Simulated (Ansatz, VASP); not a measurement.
Given: the input of a run of VASP 6.6.1 on PbO.

INCAR

```
PREC     = Accurate       # precision mode
ENCUT    = 520            # plane-wave cutoff, eV
EDIFF    = 1E-7           # SCF threshold, eV
ISMEAR   = -1             # smearing method
SIGMA    = 0.05           # smearing width, eV
LREAL    = F              # projectors in reciprocal space
LASPH    = T              # aspherical terms in the spheres
NELM     = 80             # most SCF steps
ALGO     = Normal         # electronic algorithm
ISIF     = 2              # what is computed and relaxed
LWAVE    = F              # write WAVECAR
LCHARG   = F              # write CHGCAR
GGA      = PE             # functional
NBANDS   = 50             # bands
```

File KPOINTS:

```
Automatic mesh
0
Gamma
  5 5 6
```

The input POSCAR:

```
PbO
1.0
    5.8760000000      0.0000000000      0.0000000000
    0.0000000000      5.4760000000      0.0000000000
    0.0000000000      0.0000000000      4.7430000000
Pb O
4 4
Direct
    0.7690000000      0.5140000000      0.2500000000
    0.2310000000      0.4860000000      0.7500000000
    0.7690000000      0.9860000000      0.7500000000
    0.2310000000      0.0140000000      0.2500000000
    0.1320000000      0.5820000000      0.2500000000
    0.8680000000      0.4180000000      0.7500000000
    0.1320000000      0.9180000000      0.7500000000
    0.8680000000      0.0820000000      0.2500000000
```

Potentials or basis: VASP PAW PBE potentials, release 64 (Pb_d, O).

Command:

```bash
$ cat potpaw_PBE.64/Pb_d/POTCAR potpaw_PBE.64/O/POTCAR > POTCAR
$ mpirun -np 1 vasp_std > vasp.out
```

Question: Set up the same calculation for Ansatz 0.2.0. Potentials there: all-electron LAPW, scalar-relativistic.

Answer: As run (the cutoff follows the program's own potentials):

Contents of input.yaml:

```yaml
crystal:
  lattice:
    - [5.876, 0.0, 0.0]
    - [0.0, 5.476, 0.0]
    - [0.0, 0.0, 4.743]
  atoms:
    - { symbol: Pb, position: [0.769, 0.514, 0.25] }
    - { symbol: Pb, position: [0.231, 0.486, 0.75] }
    - { symbol: Pb, position: [0.769, 0.986, 0.75] }
    - { symbol: Pb, position: [0.231, 0.014, 0.25] }
    - { symbol: O, position: [0.132, 0.582, 0.25] }
    - { symbol: O, position: [0.868, 0.418, 0.75] }
    - { symbol: O, position: [0.132, 0.918, 0.75] }
    - { symbol: O, position: [0.868, 0.082, 0.25] }
kpoints:
  mp_grid: { grid: [5, 5, 6] }
scf:
  occupations: { method: fermi_dirac, width: 0.05 }
hamiltonian:
  xc: pbe
  pseudopotentials: { kind: all_electron, lapw: { basis_error: 0.001 } }
output:
  forces: true
  stress: true
  eigenvalues: true
  populations: true
```

Potentials or basis: all-electron LAPW, scalar-relativistic.

Launch:

```bash
$ ansatz run input.yaml --threads 4 --pin off --max-ram 12288MiB --backend cpu --events-out ev --progress --plain --runs-dir out
```

Both were run:

|  | VASP | Ansatz | Ansatz less VASP |
| --- | --- | --- | --- |
| gap on the k mesh at the Fermi level (eV) | 1.97 | 1.97 | +0.004 |
| least direct gap on the mesh (eV) | 2.15 | 2.15 | +0.003 |
| pressure (GPa) | 2.4 | 2.3 | -0.03 |
| traceless stress, the component that is largest in VASP (GPa) | 4.33 | 4.17 | -0.162 |
| rms of the force components (eV/Å) | 0.527 | 0.516 | -0.0114 |

Atom by atom the forces differ by 0.021 eV/Å (rms over components). Ansatz ran all-electron here, and VASP with PAW potentials.

Spin-orbit coupling is off throughout.
